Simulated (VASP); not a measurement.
# Ta2H (P-4m2) in VASP: a series of runs

Ta2H is run at these levels: LDA; tasks: single point, relaxation of volume and atoms at fixed shape.

All numbers are computed with VASP 6.6.1; they aren't measurements. Logs are shortened: lines on timing, memory, paths and dates and some standing lists are left out, and cuts for length are marked.

### Step 1. The cell of the first run

It takes space group P-4m2 (No. 115, tetragonal). The conventional cell has a = 3.326 Å, b = 3.326 Å, c = 3.363 Å, α = 90.00°, β = 90.00°, γ = 90.00°. Within 2.5 Å of Ta (site symmetry 2mm) lie 2 H at 1.88 Å. Within 2.5 Å of H (site symmetry -4m2) lie 4 Ta at 1.88 Å.

### Step 2. Single point, LDA

Input file INCAR:

```
SYSTEM = Ta2H
  PREC = Accurate
  ENCUT = 520
  EDIFF = 1E-6
  ISMEAR = -1
  SIGMA = 0.1
  LREAL = .False.
  LASPH = .True.
  NELM = 100
  ALGO = Normal
  ISIF = 2
  LWAVE = .False.
  LCHARG = .False.
  NBANDS = 18
```

Input file KPOINTS:

```
Automatic mesh
0
Gamma
  6 6 6
  0 0 0
```

Input file POSCAR:

```
Ta2H
1.0
    3.3262114103      0.0000000000      0.0000000000
    0.0000000000      3.3262114103      0.0000000000
    0.0000000000      0.0000000000      3.3633710009
Ta H
2 1
Direct
    0.5000000000      0.0000000000      0.7403696063
    0.0000000000      0.5000000000      0.2596303937
    0.0000000000      0.0000000000      0.0000000000
```

Potentials or basis: VASP PAW LDA potentials, release 64 (Ta_pv, H).

Started as:

```sh
$ cat potpaw_LDA.64/Ta_pv/POTCAR potpaw_LDA.64/H/POTCAR > POTCAR
$ mpirun -np 1 vasp_std > vasp.out
```

OUTCAR:

```text
SYSTEM = Ta2H
   PREC = Accurate
   ENCUT = 520
   EDIFF = 1E-6
   ISMEAR = -1
   LREAL = .False.
   LASPH = .True.
   NELM = 100
   ISIF = 2

 ion  position               nearest neighbor table
   1  0.500  0.000  0.740-   3 1.88   3 1.88   2 2.85   2 2.85   2 2.85   2 2.85   2 2.93   2 2.93
                             2 2.93   2 2.93
   2  0.000  0.500  0.260-   3 1.88   3 1.88   1 2.85   1 2.85   1 2.85   1 2.85   1 2.93   1 2.93
                             1 2.93   1 2.93
   3  0.000  0.000  0.000-   1 1.88   2 1.88   2 1.88   1 1.88

  LATTYP: Found a simple tetragonal cell.
 ALAT       =     3.3262114103
 C/A-ratio  =     1.0111717465

  Lattice vectors:

 A1 = (   3.3262114103,   0.0000000000,   0.0000000000)
 A2 = (   0.0000000000,   3.3262114103,   0.0000000000)
 A3 = (   0.0000000000,   0.0000000000,   3.3633710009)

Analysis of symmetry for initial positions (statically):
=====================================================================
 Subroutine PRICEL returns:
 Original cell was already a primitive cell.

 Routine SETGRP: Setting up the symmetry group for a
 simple tetragonal supercell.

 Subroutine GETGRP returns: Found  8 space group operations
 (whereof  8 operations were pure point group operations)
 out of a pool of 16 trial point group operations.

The static configuration has the point symmetry D_2d.

Analysis of symmetry for dynamics (positions and initial velocities):
=====================================================================
 Subroutine PRICEL returns:
 Original cell was already a primitive cell.

 Routine SETGRP: Setting up the symmetry group for a
 simple tetragonal supercell.

 Subroutine GETGRP returns: Found  8 space group operations
 (whereof  8 operations were pure point group operations)
 out of a pool of 16 trial point group operations.

The dynamic configuration has the point symmetry D_2d.

 Subroutine INISYM returns: Found  8 space group operations
 (whereof  8 operations are pure point group operations),
 and found     1 'primitive' translations

----------------------------------------------------------------------------------------

                                     Primitive cell

  volume of cell :      37.2113

  direct lattice vectors                    reciprocal lattice vectors
     3.326211410  0.000000000  0.000000000     0.300642345  0.000000000  0.000000000
     0.000000000  3.326211410  0.000000000     0.000000000  0.300642345  0.000000000
     0.000000000  0.000000000  3.363371001     0.000000000  0.000000000  0.297320753

  length of vectors
     3.326211410  3.326211410  3.363371001     0.300642345  0.300642345  0.297320753

  position of ions in fractional coordinates (direct lattice)
     0.500000000  0.000000000  0.740369606
     0.000000000  0.500000000  0.259630394
     0.000000000  0.000000000  0.000000000

  ion indices of the primitive-cell ions
   primitive index   ion index
                 1           1
                 2           2
                 3           3

----------------------------------------------------------------------------------------

 KPOINTS: Automatic mesh

Automatic generation of k-mesh.
 Grid dimensions read from file:
 generate k-points for:    6    6    6

 Generating k-lattice:

  Cartesian coordinates                     Fractional coordinates (reciprocal lattice)
     0.050107058  0.000000000  0.000000000     0.166666667  0.000000000  0.000000000
     0.000000000  0.050107058  0.000000000     0.000000000  0.166666667  0.000000000
     0.000000000  0.000000000  0.049553459     0.000000000  0.000000000  0.166666667

  Length of vectors
     0.050107058  0.050107058  0.049553459

  Shift w.r.t. Gamma in fractional coordinates (k-lattice)
     0.000000000  0.000000000  0.000000000

 Subroutine IBZKPT returns following result:
 ===========================================

 Found     40 irreducible k-points:

 Following reciprocal coordinates:
            Coordinates               Weight
  0.000000  0.000000  0.000000      1.000000
  0.166667  0.000000  0.000000      4.000000
  0.333333  0.000000  0.000000      4.000000
  0.500000  0.000000  0.000000      2.000000
  0.166667  0.166667  0.000000      4.000000
  0.333333  0.166667  0.000000      8.000000
[... 16 lines left out ...]
  0.333333  0.000000  0.333333      8.000000
  0.500000  0.000000  0.333333      4.000000
 [... further k-points ...]
   k-points           NKPTS =     40   k-points in BZ     NKDIM =     40   number of bands    NBANDS=     18
   number of dos      NEDOS =    301   number of ions     NIONS =      3
   total plane-waves  NPLWV =  21952
   dimension x,y,z NGX =    28 NGY =   28 NGZ =   28
   dimension x,y,z NGXF=    56 NGYF=   56 NGZF=   56
   ions per type =               2   1
   NGX,Y,Z   is equivalent  to a cutoff of  13.99, 13.99, 13.84 a.u.
   NGXF,Y,Z  is equivalent  to a cutoff of  27.99, 27.99, 27.68 a.u.
 SYSTEM =  Ta2H
   PREC   = accura    normal or accurate (medium, high low for compatibility)
   ISTART =      0    job   : 0-new  1-cont  2-samecut
   ICHARG =      2    charge: 1-file 2-atom 10-const
   ISPIN  =      1    spin polarized calculation?
   LNONCOLLINEAR =      F non collinear calculations
   LSORBIT =      F    spin-orbit coupling
   LASPH  =      T    aspherical Exc in radial PAW
   ENCUT  =  520.0 eV  38.22 Ry    6.18 a.u.   6.18  6.18  6.25*2*pi/ulx,y,z
   NELM   =    100;   NELMIN=  2; NELMDL= -5     # of ELM steps
   EDIFF  = 0.1E-05   stopping-criterion for ELM
   LREAL  =      F    real-space projection
   EDIFFG = 0.1E-04   stopping-criterion for IOM
   NSW    =      0    number of steps for IOM
   IBRION =     -1    ionic relax: 0-MD 1-quasi-New 2-CG
   NFREE  =      0    steps in history (QN), initial steepest desc. (CG)
   ISIF   =      2    stress and relaxation
   ISYM   =      2    0-nonsym 1-usesym 2-fastsym
   POTIM  = 0.5000    time-step for ionic-motion
   TEBEG  =    0.0;   TEEND  =   0.0 temperature during run
   PSTRESS=    0.0 pullay stress
   NELECT =      23.0000    total number of electrons
   NUPDOWN=      -1.0000    fix difference up-down
   EMIN   =  10.00;   EMAX   =-10.00  energy-range for DOS
   EFERMI =   0.00;   METHOD = LEGACY
   ISMEAR =    -1;   SIGMA  =   0.10  broadening in eV -4-tet -1-fermi 0-gaus
   EFERMI_NEDOS =   21; number of points for ismear=-14 and -15
   IALGO  =     38    algorithm
   IMIX   =      4    mixing-type and parameters
     AMIX     =   0.40;   BMIX     =  1.00
     AMIX_MAG =   1.60;   BMIX_MAG =  1.00
  volume/ion in A,a.u.               =      12.40        83.70
  Fermi-wavevector in a.u.,A,eV,Ry     =   1.394524  2.635268 26.459207  1.944697
  Thomas-Fermi vector in A             =   2.518065
   LORBIT       =      0    0 simple, 1 ext, 2 COOP (PROOUT), +10 PAW based schemes
   GGA     = CA    functional components
   LHFCALC =     F    Hartree Fock is set to
   AEXX    =    0.0000 exact exchange contribution
   IVDW    =     0    specifies the selected vdW correction
   LEPSILON=     F    determine dielectric tensor
   LRPA    =     F    only Hartree local field effects (RPA)
 non-spin polarized calculation
  energy-cutoff  :      520.00
  volume of cell :       37.21
 maximum number of plane-waves:      1024
 NGX is ok and might be reduce to    28
   NGX = 13   NGY = 13   NGZ = 13

 number of electron      22.9999998 magnetization

 Free energy of the ion-electron system (eV)
  ---------------------------------------------------
  ext. energy  EPLUGINS =         0.00000000
  ---------------------------------------------------
  free energy    TOTEN  =       -29.64190928 eV

  energy without entropy =      -29.59940059  energy(sigma->0) =      -29.62065494

 E-fermi :   5.6600     XC(G=0): -12.8784

 val. band max:        5.6581313266   @ k =   0.1667   0.0000   0.5000
 cond. band min:       5.7002580133   @ k =   0.5000   0.0000   0.3333
 fundamental gap:      0.0421266867
 Fermi energy:         5.6600461474

 k-point     1 :       0.0000    0.0000    0.0000
  band No.  band energies     occupation
      1     -28.2543      2.00000
      2     -28.2468      2.00000
      3     -28.2468      2.00000
      4     -27.4583      2.00000
      5     -27.4583      2.00000
      6     -27.4518      2.00000
[... 10 lines left out ...]
     17      11.8863      0.00000
     18      11.9996      0.00000

 k-point     2 :       0.1667    0.0000    0.0000
  band No.  band energies     occupation
      1     -28.2588      2.00000
      2     -28.1970      2.00000
      3     -28.1951      2.00000
      4     -27.5701      2.00000
      5     -27.5062      2.00000
      6     -27.5014      2.00000
[... 10 lines left out ...]
     17      11.3128      0.00000
     18      11.9538      0.00000

 k-point     3 :       0.3333    0.0000    0.0000
  band No.  band energies     occupation
      1     -28.2517      2.00000
      2     -28.0589      2.00000
      3     -28.0495      2.00000
      4     -27.8135      2.00000
      5     -27.6403      2.00000
      6     -27.6349      2.00000
[... 10 lines left out ...]
     17       9.9209      0.00000
     18      10.3487      0.00000

 k-point     4 :       0.5000    0.0000    0.0000
  band No.  band energies     occupation
      1     -28.2087      2.00000
      2     -27.9912      2.00000
      3     -27.9341      2.00000
      4     -27.8461      2.00000
      5     -27.8205      2.00000
      6     -27.7558      2.00000
[... 375 lines left out ...]
      4     -27.8622      2.00000
      5     -27.6519      2.00000
      6     -27.5121      2.00000
[... 10 lines left out ...]
     17      10.8247      0.00000
     18      11.5039      0.00000

 k-point    23 :       0.3333    0.0000    0.3333
  band No.  band energies     occupation
      1     -28.5295      2.00000
      2     -28.3033      2.00000
      3     -27.9678      2.00000
      4     -27.7024      2.00000
      5     -27.6740      2.00000
      6     -27.4520      2.00000
[... 10 lines left out ...]
     17      11.4460      0.00000
     18      12.6466      0.00000

 k-point    24 :       0.5000    0.0000    0.3333
  band No.  band energies     occupation
      1     -28.5789      2.00000
      2     -28.4263      2.00000
      3     -27.9194      2.00000
      4     -27.7418      2.00000
      5     -27.5615      2.00000
      6     -27.4765      2.00000
[... 10 lines left out ...]
     17      11.7833      0.00000
     18      12.0344      0.00000

 [... further k-points ...]
[... 5 lines left out ...]
  --------------------------------------------------------------------------------------
  -------------------------------------------------------------------------------------
  Total        0.2797777      0.2797777      0.0229433      0.0000000      0.0000000      0.0000000
  in kB       12.0461778     12.0461778      0.9878528      0.0000000      0.0000000      0.0000000
  external PRESSURE =       8.3600694 kB  Pullay stress =       0.0000000 kB

 VOLUME and BASIS-vectors are now :
 -----------------------------------------------------------------------------
  energy-cutoff  :      520.00
  volume of cell :       37.21
      direct lattice vectors                 reciprocal lattice vectors
     3.326211410  0.000000000  0.000000000     0.300642345  0.000000000  0.000000000
     0.000000000  3.326211410  0.000000000     0.000000000  0.300642345  0.000000000
     0.000000000  0.000000000  3.363371001     0.000000000  0.000000000  0.297320753

 POSITION                                       TOTAL-FORCE (eV/Angst)
 -----------------------------------------------------------------------------------
      1.66311      0.00000      2.49014         0.000000      0.000000     -0.008926
      0.00000      1.66311      0.87323        -0.000000      0.000000      0.008926
      0.00000      0.00000      0.00000        -0.000000     -0.000000      0.000000
 -----------------------------------------------------------------------------------
    total drift:                                0.000000      0.000000      0.000000

  FREE ENERGIE OF THE ION-ELECTRON SYSTEM (eV)
  ---------------------------------------------------
  free  energy   TOTEN  =       -29.6419092794 eV

  energy  without entropy=      -29.5994005927  energy(sigma->0) =      -29.62065494
```

It took 14 s on 1 thread of AMD EPYC 9R14 (Zen 4), shared host; peak memory 0.12 GiB.

Results:

| Item | Value |
| --- | --- |
| Free energy | -29.6419 eV |
| Pressure | 0.8 GPa |
| Largest force | 0.009 eV/Å |

Forces in eV/Å, atoms in the order of the input:
```
Ta   0.000  0.000 -0.009
Ta   0.000  0.000  0.009
H    0.000  0.000  0.000
```

Caveat: spin-orbit coupling is left out, which moves the levels of the heavy elements.

### Step 3. Relaxation of volume and atoms at fixed shape, LDA

This run uses another cell than the first one, of 12.93 Å³/atom, 1.042 times its volume.

Input file INCAR:

```
PREC = Accurate ; ENCUT = 600
EDIFF = 1E-6 ; ISMEAR = -1
SIGMA = 0.1 ; LREAL = F
LASPH = T ; NELM = 100
ALGO = Normal ; ISIF = 8
LWAVE = F ; LCHARG = F
IBRION = 2 ; NSW = 60
EDIFFG = -0.03
```

Input file KPOINTS:

```
Automatic mesh
0
Gamma
  6 6 6
```

Input file POSCAR:

```
Ta2H
1.0
    3.3724360000      0.0000000000      0.0000000000
    0.0000000000      3.3724360000      0.0000000000
    0.0000000000      0.0000000000      3.4101120000
Ta H
2 1
Direct
    0.5000000000      0.0000000000      0.7413230000
    0.0000000000      0.5000000000      0.2586770000
    0.0000000000      0.0000000000      0.0000000000
```

Potentials or basis: VASP PAW LDA potentials, release 64 (Ta_pv, H).

Started as:

```sh
$ cat potpaw_LDA.64/Ta_pv/POTCAR potpaw_LDA.64/H/POTCAR > POTCAR
$ mpirun -np 1 vasp_std > vasp.out
```

It took 45 s on 1 thread of AMD EPYC 9R14 (Zen 4), shared host; peak memory 0.13 GiB.

Results (log left out):

```yaml
Free_energy: -29.6438 eV
Relaxed_volume: 12.45 Å³/atom
Relaxed_cell: a = 3.330 Å, b = 3.330 Å, c = 3.367 Å, α = 90.00°, β = 90.00°, γ = 90.00°
Space_group_after_relaxing_to_0.05_Å: P-4m2 (No. 115)
Energy_gained_by_relaxing: 11.9 meV/atom
Ionic_steps: 6
Pressure_after_relaxing: 0.2 GPa
```

Stress tensor (GPa, compression positive):
```
 0.56  0.00  0.00
 0.00  0.56  0.00
 0.00  0.00 -0.47
```

The path:
```csv
step,energy change (eV),largest force (eV/Å),pressure (GPa),volume (Å³)
1,0.0000,0.0566,-7.85,38.78
2,0.0501,0.0471,14.15,35.34
3,-0.0354,0.0557,-0.13,37.39
4,-0.0354,0.0560,0.00,37.36
5,-0.0354,0.0559,0.17,37.34
6,-0.0356,0.0007,0.22,37.34
```

Final structure:
```
CELL_PARAMETERS angstrom
3.32990 0.00000 0.00000
0.00000 3.32990 0.00000
0.00000 0.00000 3.36710
ATOMIC_POSITIONS crystal
Ta 0.50000 0.00000 0.74029
Ta 0.00000 0.50000 0.25971
H 0.00000 0.00000 0.00000
```

Levels at points of the mesh, in eV from the Fermi level:
```
           k point  band 9  band 10  band 11  band 12  band 13  band 14
(0.00, 0.00, 0.00)   -4.00     0.23     0.23     0.50     3.15     3.42
(0.50, 0.00, 0.00)   -1.63    -1.08    -0.35     0.80     1.00     1.08
(0.50, 0.50, 0.00)   -4.58    -1.66    -0.54     1.59     3.44     3.44
(0.00, 0.00, 0.50)   -1.98    -1.55     0.51     0.51     1.18     1.18
(0.50, 0.00, 0.50)   -2.01    -1.61    -0.56     1.28     3.16     3.24
(0.50, 0.50, 0.50)   -1.58    -1.43    -1.37    -1.10     4.30     4.30
```

Caveat: spin-orbit coupling is left out, which moves the levels of the heavy elements.
